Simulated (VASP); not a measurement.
Input of a VASP 6.6.1 run:

Contents of INCAR:

```
SYSTEM = Yb
PREC = Accurate ; ENCUT = 520
EDIFF = 1E-6 ; ISMEAR = 0
SIGMA = 0.05 ; LREAL = .FALSE.
LASPH = .TRUE. ; NELM = 150
ALGO = Normal ; ISIF = 2
LWAVE = .FALSE. ; LCHARG = .TRUE.
ISPIN = 2 ; MAGMOM = 1
LORBIT = 11 ; LMAXMIX = 6
GGA = PS ; LELF = .TRUE.
LVHAR = .TRUE. ; NBANDS = 22
```

File KPOINTS:

```
Automatic mesh
0
G
  12 12 12
  0 0 0
```

The input POSCAR:

```
Yb
1.0
    0.0000000000      2.7431000000      2.7431000000
    2.7431000000      0.0000000000      2.7431000000
    2.7431000000      2.7431000000      0.0000000000
Yb
1
Direct
    0.0000000000      0.0000000000      0.0000000000
```

Potentials or basis: VASP PAW PBE potentials, release 64 (Yb).

The run is started by

```sh
$ cat potpaw_PBE.64/Yb/POTCAR > POTCAR
$ mpirun -np 1 vasp_std > vasp.out
```

(1) Estimate the pressure.

(2) Estimate the net moment.

(3) Estimate the band gap on the k mesh.

Results:

(1) -1.6 GPa.

(2) 0.00 μB per cell.

(3) zero (filled and empty bands overlap).

Caveat: the PAW data sets were made with another functional, which shifts forces and pressure a little; spin-orbit coupling is left out, which moves the levels of the heavy elements.
